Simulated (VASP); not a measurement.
# HgPt2 (R-3m) in VASP: a series of runs

Runs on HgPt2. Level: PBE. Tasks: single point, relaxation of cell and atoms.

Program: VASP 6.6.1. These are calculated values, not measurements. Logs are shortened: lines on timing, memory, paths and dates and some standing lists are left out, and cuts for length are marked.

### Step 1. The cell of the first run

It takes space group R-3m (No. 166, trigonal). Conventional cell: a = 2.903 Å, b = 2.903 Å, c = 21.212 Å, α = 90.00°, β = 90.00°, γ = 120.00°. Hg (site symmetry -3m) has 6 Hg at 2.90 Å and 6 Pt at 2.91 Å within 3.8 Å. Within 3.8 Å of Pt (site symmetry 3m) lie 9 Pt at 2.86 to 2.90 Å and 3 Hg at 2.91 Å.

### Step 2. Single point, PBE

File INCAR:

```
PREC = Accurate
ENCUT = 520
EDIFF = 1E-7
ISMEAR = 0
SIGMA = 0.1
LREAL = False
LASPH = True
NELM = 100
ALGO = Normal
ISIF = 2
LWAVE = False
LCHARG = True
GGA = PE
LELF = True
LVHAR = True
NBANDS = 23
```

File KPOINTS:

```
Automatic mesh
0
Gamma
  6 6 6
```

File POSCAR:

```
HgPt2
1.0
    1.4515615095      0.8380594283      7.0705550510
   -1.4515615095      0.8380594283      7.0705550510
    0.0000000000     -1.6761188565      7.0705550510
Hg Pt
1 2
Direct
    0.0000000000      0.0000000000      0.0000000000
    0.7785664063      0.7785664063      0.7785664063
    0.2214335937      0.2214335937      0.2214335937
```

Potentials or basis: VASP PAW PBE potentials, release 64 (Hg, Pt).

On the command line:

```sh
$ cat potpaw_PBE.64/Hg/POTCAR potpaw_PBE.64/Pt/POTCAR > POTCAR
$ mpirun -np 1 vasp_std > vasp.out
```

OUTCAR:

```text
PREC = Accurate
   ENCUT = 520
   EDIFF = 1E-7
   ISMEAR = 0
   LREAL = False
   LASPH = True
   NELM = 100
   ISIF = 2
   GGA = PE

 ion  position               nearest neighbor table
   1  0.000  0.000  0.000-   2 2.91   2 2.91   3 2.91   3 2.91   2 2.91   3 2.91
   2  0.779  0.779  0.779-   3 2.86   3 2.86   3 2.86   1 2.91   1 2.91   1 2.91
   3  0.221  0.221  0.221-   2 2.86   2 2.86   2 2.86   1 2.91   1 2.91   1 2.91

  LATTYP: Found a trigonal (rhomboedric) cell.
 ALAT       =     7.2665069428
 COS(alpha) =     0.9201914359

  Lattice vectors:

 A1 = (   1.4515615095,   0.8380594283,   7.0705550510)
 A2 = (  -1.4515615095,   0.8380594283,   7.0705550510)
 A3 = (   0.0000000000,  -1.6761188565,   7.0705550510)

Analysis of symmetry for initial positions (statically):
=====================================================================
 Subroutine PRICEL returns:
 Original cell was already a primitive cell.

 Routine SETGRP: Setting up the symmetry group for a
 trigonal (rhombohedral) supercell.

 Subroutine GETGRP returns: Found 12 space group operations
 (whereof 12 operations were pure point group operations)
 out of a pool of 12 trial point group operations.

The static configuration has the point symmetry D_3d.

Analysis of symmetry for dynamics (positions and initial velocities):
=====================================================================
 Subroutine PRICEL returns:
 Original cell was already a primitive cell.

 Routine SETGRP: Setting up the symmetry group for a
 trigonal (rhombohedral) supercell.

 Subroutine GETGRP returns: Found 12 space group operations
 (whereof 12 operations were pure point group operations)
 out of a pool of 12 trial point group operations.

The dynamic configuration has the point symmetry D_3d.

 Subroutine INISYM returns: Found 12 space group operations
 (whereof 12 operations are pure point group operations),
 and found     1 'primitive' translations

----------------------------------------------------------------------------------------

                                     Primitive cell

  volume of cell :      51.6078

  direct lattice vectors                    reciprocal lattice vectors
     1.451561510  0.838059428  7.070555051     0.344456640  0.198872134  0.047143871
    -1.451561510  0.838059428  7.070555051    -0.344456640  0.198872134  0.047143871
     0.000000000 -1.676118857  7.070555051     0.000000000 -0.397744267  0.047143871

  length of vectors
     7.266506943  7.266506943  7.266506943     0.400528459  0.400528459  0.400528459

  position of ions in fractional coordinates (direct lattice)
     0.000000000  0.000000000  0.000000000
     0.778566406  0.778566406  0.778566406
     0.221433594  0.221433594  0.221433594

  ion indices of the primitive-cell ions
   primitive index   ion index
                 1           1
                 2           2
                 3           3

----------------------------------------------------------------------------------------

 KPOINTS: Automatic mesh

Automatic generation of k-mesh.
 Grid dimensions read from file:
 generate k-points for:    6    6    6

 Generating k-lattice:

  Cartesian coordinates                     Fractional coordinates (reciprocal lattice)
     0.057409440  0.033145356  0.007857312     0.166666667 -0.000000000 -0.000000000
    -0.057409440  0.033145356  0.007857312    -0.000000000  0.166666667 -0.000000000
     0.000000000 -0.066290711  0.007857312     0.000000000  0.000000000  0.166666667

  Length of vectors
     0.066754743  0.066754743  0.066754743

  Shift w.r.t. Gamma in fractional coordinates (k-lattice)
     0.000000000  0.000000000  0.000000000

 Subroutine IBZKPT returns following result:
 ===========================================

 Found     32 irreducible k-points:

 Following reciprocal coordinates:
            Coordinates               Weight
  0.000000  0.000000  0.000000      1.000000
  0.166667 -0.000000  0.000000      6.000000
  0.333333 -0.000000  0.000000      6.000000
  0.500000 -0.000000  0.000000      3.000000
  0.166667  0.166667  0.000000      6.000000
  0.333333  0.166667  0.000000     12.000000
[... 16 lines left out ...]
  0.500000  0.500000  0.166667      6.000000
 -0.333333  0.500000  0.166667     12.000000
 [... further k-points ...]
   k-points           NKPTS =     32   k-points in BZ     NKDIM =     32   number of bands    NBANDS=     23
   number of dos      NEDOS =    301   number of ions     NIONS =      3
   total plane-waves  NPLWV = 157464
   dimension x,y,z NGX =    54 NGY =   54 NGZ =   54
   dimension x,y,z NGXF=   108 NGYF=  108 NGZF=  108
   ions per type =               1   2
   NGX,Y,Z   is equivalent  to a cutoff of  12.35, 12.35, 12.35 a.u.
   NGXF,Y,Z  is equivalent  to a cutoff of  24.71, 24.71, 24.71 a.u.
 SYSTEM =  unknown system
   PREC   = accura    normal or accurate (medium, high low for compatibility)
   ISTART =      0    job   : 0-new  1-cont  2-samecut
   ICHARG =      2    charge: 1-file 2-atom 10-const
   ISPIN  =      1    spin polarized calculation?
   LNONCOLLINEAR =      F non collinear calculations
   LSORBIT =      F    spin-orbit coupling
   LASPH  =      T    aspherical Exc in radial PAW
   ENCUT  =  520.0 eV  38.22 Ry    6.18 a.u.  13.51 13.51 13.51*2*pi/ulx,y,z
   NELM   =    100;   NELMIN=  2; NELMDL= -5     # of ELM steps
   EDIFF  = 0.1E-06   stopping-criterion for ELM
   LREAL  =      F    real-space projection
   EDIFFG = 0.1E-05   stopping-criterion for IOM
   NSW    =      0    number of steps for IOM
   IBRION =     -1    ionic relax: 0-MD 1-quasi-New 2-CG
   NFREE  =      0    steps in history (QN), initial steepest desc. (CG)
   ISIF   =      2    stress and relaxation
   ISYM   =      2    0-nonsym 1-usesym 2-fastsym
   POTIM  = 0.5000    time-step for ionic-motion
   TEBEG  =    0.0;   TEEND  =   0.0 temperature during run
   PSTRESS=    0.0 pullay stress
   NELECT =      32.0000    total number of electrons
   NUPDOWN=      -1.0000    fix difference up-down
   EMIN   =  10.00;   EMAX   =-10.00  energy-range for DOS
   EFERMI =   0.00;   METHOD = LEGACY
   ISMEAR =     0;   SIGMA  =   0.10  broadening in eV -4-tet -1-fermi 0-gaus
   EFERMI_NEDOS =   21; number of points for ismear=-14 and -15
   IALGO  =     38    algorithm
   IMIX   =      4    mixing-type and parameters
     AMIX     =   0.40;   BMIX     =  1.00
     AMIX_MAG =   1.60;   BMIX_MAG =  1.00
  volume/ion in A,a.u.               =      17.20       116.09
  Fermi-wavevector in a.u.,A,eV,Ry     =   1.396003  2.638064 26.515382  1.948826
  Thomas-Fermi vector in A             =   2.519400
   LORBIT       =      0    0 simple, 1 ext, 2 COOP (PROOUT), +10 PAW based schemes
   GGA     = PE    functional components
   LHFCALC =     F    Hartree Fock is set to
   AEXX    =    0.0000 exact exchange contribution
   IVDW    =     0    specifies the selected vdW correction
   LEPSILON=     F    determine dielectric tensor
   LRPA    =     F    only Hartree local field effects (RPA)
 non-spin polarized calculation
 Gauss-broadening in eV      SIGMA  =   0.10
  energy-cutoff  :      520.00
  volume of cell :       51.61
 maximum number of plane-waves:      1437
   NGX = 27   NGY = 27   NGZ = 27

 number of electron      32.0000000 magnetization

 Free energy of the ion-electron system (eV)
  ---------------------------------------------------
  ext. energy  EPLUGINS =         0.00000000
  ---------------------------------------------------
  free energy    TOTEN  =       -12.00591630 eV

  energy without entropy =      -11.99624034  energy(sigma->0) =      -12.00107832

 E-fermi :   7.8195     XC(G=0): -12.6946

 val. band max:        7.8117170054   @ k =   0.3333  -0.0000   0.0000
 cond. band min:       7.8274605019   @ k =   0.5000   0.5000   0.0000
 fundamental gap:      0.0157434964
 Fermi energy:         7.8194700545

 k-point     1 :       0.0000    0.0000    0.0000
  band No.  band energies     occupation
      1      -2.6002      2.00000
      2      -0.9711      2.00000
      3       0.0081      2.00000
      4       0.0081      2.00000
      5       1.2189      2.00000
      6       1.2189      2.00000
[... 15 lines left out ...]
     22      22.6234      0.00000
     23      23.8087      0.00000

 k-point     2 :       0.1667   -0.0000    0.0000
  band No.  band energies     occupation
      1      -1.7913      2.00000
      2      -0.5398      2.00000
      3      -0.1390      2.00000
      4       0.4440      2.00000
      5       0.4655      2.00000
      6       1.1229      2.00000
[... 15 lines left out ...]
     22      22.2141      0.00000
     23      22.8020      0.00000

 k-point     3 :       0.3333   -0.0000    0.0000
  band No.  band energies     occupation
      1      -1.2858      2.00000
      2      -0.4256      2.00000
      3       0.1959      2.00000
      4       0.9198      2.00000
      5       1.3407      2.00000
      6       1.4412      2.00000
[... 15 lines left out ...]
     22      18.5155      0.00000
     23      19.9986      0.00000

 k-point     4 :       0.5000   -0.0000    0.0000
  band No.  band energies     occupation
      1      -1.4886      2.00000
      2      -0.7621      2.00000
      3       0.4121      2.00000
      4       0.8240      2.00000
      5       2.0153      2.00000
      6       2.3611      2.00000
[... 15 lines left out ...]
     22      18.4886      0.00000
     23      18.7509      0.00000

 k-point     5 :       0.1667    0.1667    0.0000
  band No.  band energies     occupation
      1      -1.7741      2.00000
      2      -0.5313      2.00000
      3      -0.1359      2.00000
      4       0.4434      2.00000
      5       0.4739      2.00000
      6       1.1224      2.00000
[... 15 lines left out ...]
     22      21.9042      0.00000
     23      22.5947      0.00000

 k-point     6 :       0.3333    0.1667    0.0000
  band No.  band energies     occupation
      1      -0.5631      2.00000
      2      -0.4770      2.00000
      3      -0.1259      2.00000
      4       0.0788      2.00000
      5       0.8376      2.00000
      6       1.5638      2.00000
[... 15 lines left out ...]
     22      19.1796      0.00000
     23      19.6825      0.00000

 k-point     7 :       0.5000    0.1667    0.0000
  band No.  band energies     occupation
      1      -0.9130      2.00000
      2      -0.5145      2.00000
      3       0.4017      2.00000
      4       0.5096      2.00000
      5       0.9288      2.00000
      6       2.9870      2.00000
[... 353 lines left out ...]
     22      19.1766      0.00000
     23      20.9101      0.00000

 k-point    21 :      -0.3333    0.3333    0.1667
  band No.  band energies     occupation
      1      -0.9179      2.00000
      2      -0.5079      2.00000
      3       0.3836      2.00000
      4       0.5300      2.00000
      5       0.9116      2.00000
      6       3.0559      2.00000
[... 15 lines left out ...]
     22      16.0031      0.00000
     23      17.2266      0.00000

 k-point    22 :      -0.1667    0.3333    0.1667
  band No.  band energies     occupation
      1      -0.9078      2.00000
      2      -0.4743      2.00000
      3       0.3756      2.00000
      4       0.5100      2.00000
      5       0.9000      2.00000
      6       2.9174      2.00000
[... 15 lines left out ...]
     22      17.2868      0.00000
     23      17.9989      0.00000

 k-point    23 :       0.5000    0.5000    0.1667
  band No.  band energies     occupation
      1      -1.2828      2.00000
      2      -0.3987      2.00000
      3       0.1973      2.00000
      4       0.9313      2.00000
      5       1.2843      2.00000
      6       1.4403      2.00000
[... 15 lines left out ...]
     22      19.0878      0.00000
     23      19.6570      0.00000

 k-point    24 :      -0.3333    0.5000    0.1667
  band No.  band energies     occupation
      1      -0.9177      2.00000
      2      -0.4843      2.00000
      3       0.3633      2.00000
      4       0.5395      2.00000
      5       0.8883      2.00000
      6       2.9287      2.00000
[... 15 lines left out ...]
     22      15.8675      0.00000
     23      17.4197      0.00000

 [... further k-points ...]

------------------------ aborting loop because EDIFF is reached ----------------------------------------

  FORCE on cell =-STRESS in cart. coord.  units (eV):
  Direction    XX          YY          ZZ          XY          YZ          ZX
  --------------------------------------------------------------------------------------
  -------------------------------------------------------------------------------------
  Total        0.0248867      0.0248867      0.0977956      0.0000000      0.0000000      0.0000000
  in kB        0.7726157      0.7726157      3.0360930      0.0000000      0.0000000      0.0000000
  external PRESSURE =       1.5271081 kB  Pullay stress =       0.0000000 kB

 VOLUME and BASIS-vectors are now :
 -----------------------------------------------------------------------------
  energy-cutoff  :      520.00
  volume of cell :       51.61
      direct lattice vectors                 reciprocal lattice vectors
     1.451561510  0.838059428  7.070555051     0.344456640  0.198872134  0.047143871
    -1.451561510  0.838059428  7.070555051    -0.344456640  0.198872134  0.047143871
     0.000000000 -1.676118857  7.070555051     0.000000000 -0.397744267  0.047143871

 POSITION                                       TOTAL-FORCE (eV/Angst)
 -----------------------------------------------------------------------------------
      0.00000      0.00000      0.00000         0.000000      0.000000     -0.000000
      0.00000      0.00000     16.51469         0.000000      0.000000      0.078385
      0.00000      0.00000      4.69698         0.000000     -0.000000     -0.078385
 -----------------------------------------------------------------------------------
    total drift:                                0.000000     -0.000000      0.000000

  FREE ENERGIE OF THE ION-ELECTRON SYSTEM (eV)
  ---------------------------------------------------
  free  energy   TOTEN  =       -12.0059163000 eV

  energy  without entropy=      -11.9962403354  energy(sigma->0) =      -12.00107832
```

It took 77 s on 1 thread of Intel Xeon 6975P-C (Granite Rapids), shared host; peak memory 0.4 GiB.

Results:

* Free energy: -12.0059 eV
* Pressure: 0.2 GPa
* Largest force: 0.078 eV/Å
* Band gap on the k mesh: zero (band 16 reaches 9.46 eV, above the bottom of band 17 at 7.19 eV)

Forces on the atoms (eV/Å):
```
Hg   0.000  0.000  0.000
Pt   0.000  0.000  0.078
Pt   0.000  0.000 -0.078
```

Stress tensor (GPa, compression positive):
```
0.08 0.00 0.00
0.00 0.08 0.00
0.00 0.00 0.30
```

Levels at points of the mesh, in eV from the Fermi level:
```tsv
k point	band 13	band 14	band 15	band 16	band 17	band 18	band 19	band 20	band 21	band 22
(0.00, 0.00, 0.00)	-2.77	-2.77	-1.32	-1.32	-0.63	-0.63	7.47	8.73	14.12	14.80
(0.50, 0.00, 0.00)	-0.96	0.02	0.16	0.38	1.27	1.40	3.64	5.43	6.09	10.67
(0.50, 0.50, 0.00)	-0.74	-0.61	-0.51	0.01	0.16	2.62	3.50	6.41	6.90	8.34
(0.50, 0.50, 0.50)	-2.82	-1.48	-1.48	-0.89	-0.52	-0.52	3.32	13.55	14.41	14.92
```

Caveat: the k points lie up to 0.42 Å⁻¹ apart; spin-orbit coupling is left out, which moves the levels of the heavy elements.

(Part 1 of 2 ends here.)
